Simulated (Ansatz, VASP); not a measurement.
# Si2Mo in VASP and in Ansatz

INCAR

```
SYSTEM = Si2Mo
PREC     = Accurate       ! precision mode
ENCUT    = 520            ! plane-wave cutoff, eV
EDIFF    = 1E-6           ! SCF threshold, eV
ISMEAR   = -1             ! smearing method
SIGMA    = 0.05           ! smearing width, eV
LREAL    = .False.        ! projectors in reciprocal space
LASPH    = .True.         ! aspherical terms in the spheres
NELM     = 100            ! most SCF steps
ALGO     = Normal         ! electronic algorithm
ISIF     = 2              ! what is computed and relaxed
LWAVE    = .False.        ! write WAVECAR
LCHARG   = .False.        ! write CHGCAR
GGA      = PE             ! functional
IVDW     = 12             ! dispersion correction
NBANDS   = 18             ! bands
```

KPOINTS

```
Automatic mesh
0
Gamma
  12 12 12
  0 0 0
```

File POSCAR:

```
Si2Mo
1.0
   -1.6210550461      1.6210550461      3.9822230367
    1.6210550461     -1.6210550461      3.9822230367
    1.6210550461      1.6210550461     -3.9822230367
Mo Si
1 2
Direct
    0.0000000000      0.0000000000      0.0000000000
    0.6670000000      0.6670000000      0.0000000000
    0.3330000000      0.3330000000      0.0000000000
```

File input.yaml:

```yaml
crystal:
  lattice:
    - [-1.6210550461, 1.6210550461, 3.9822230367]
    - [1.6210550461, -1.6210550461, 3.9822230367]
    - [1.6210550461, 1.6210550461, -3.9822230367]
  atoms:
    - { symbol: Mo, position: [0.0, 0.0, 0.0] }
    - { symbol: Si, position: [0.667, 0.667, 0.0] }
    - { symbol: Si, position: [0.333, 0.333, 0.0] }
hamiltonian:
  xc: pbe
  pseudopotentials: { kind: paw }
  dispersion: d3bj
kpoints:
  mp_grid: { grid: [12, 12, 12] }
scf:
  occupations: { method: fermi_dirac, width: 0.05 }
output:
  forces: true
  stress: true
  eigenvalues: true
  write_density: true
  write_potential: true
  elf: true
  volumetric_format: npy
```

Alike in both runs: task single point; functional PBE; dispersion D3(BJ); k mesh 12 × 12 × 12; occupations fermi-dirac, width 0.05 eV; no spin polarisation.

|  | VASP | Ansatz |
| --- | --- | --- |
| version | VASP 6.6.1 | Ansatz 0.2.0 |
| potentials or method | VASP PAW PBE potentials, release 64 (Mo_sv, Si) | Ansatz PAW |
| plane-wave cutoff (eV) | 520 | 420 |
| valence electrons in the cell | 22 | 22 |

VASP gave:

- gap on the k mesh at the Fermi level (eV): none
- pressure (GPa): -12.0
- traceless stress, the component that is largest in VASP (GPa): -1.50
- rms of the force components (eV/Å): 0.158

Q: What did Ansatz give for the same quantities?

A: gap on the k mesh at the Fermi level (eV): none; pressure (GPa): -12.2; traceless stress, the component that is largest in VASP (GPa): -1.49; rms of the force components (eV/Å): 0.160.

Atom by atom the forces differ by 0.002 eV/Å (rms over components). A gap of «none» marks a metal or a gap that the smearing closes.
